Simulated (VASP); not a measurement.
Here is a VASP 6.6.1 calculation.

Contents of INCAR:

```
ALGO = Normal ; DIPOL = 0.5 0.5 0.500
EDIFF = 1E-7 ; ENCUT = 520
GGA = PE ; IDIPOL = 3
ISIF = 2 ; ISMEAR = 0
LASPH = True ; LCHARG = False
LDIPOL = True ; LREAL = False
LWAVE = False ; NBANDS = 33
NELM = 60 ; PREC = Accurate
SIGMA = 0.1
```

KPOINTS

```
k-points
0
Gamma
  11 11 1
```

File POSCAR:

```
TiC
1.0
    3.0637674445      0.0000000000      0.0000000000
    0.0000000000      3.0637674445      0.0000000000
    0.0000000000      0.0000000000     19.3328214719
Ti C
3 3
Direct
    0.5000000000      0.5000000000      0.3919280132
    0.0000000000      0.0000000000      0.4999999994
    0.5000000000      0.5000000000      0.6080719869
    0.0000000000      0.0000000000      0.3867304076
    0.5000000000      0.5000000000      0.4999999999
    0.0000000000      0.0000000000      0.6132695930
```

Potentials or basis: VASP PAW PBE potentials, release 64 (Ti_sv, C).

Launch:

```bash
$ cat potpaw_PBE.64/Ti_sv/POTCAR potpaw_PBE.64/C/POTCAR > POTCAR
$ mpirun -np 1 vasp_std > vasp.out
```

Problem. What does it give for the band gap on the k mesh?

Solution. Zero (bands 24 and 25 overlap by 0.79 eV).

Forces in eV/Å, atoms in the order of the input:
```
Ti   0.000  0.000  0.002
Ti   0.000  0.000  0.000
Ti   0.000  0.000 -0.002
C    0.000  0.000  0.002
C    0.000  0.000  0.000
C    0.000  0.000 -0.002
```
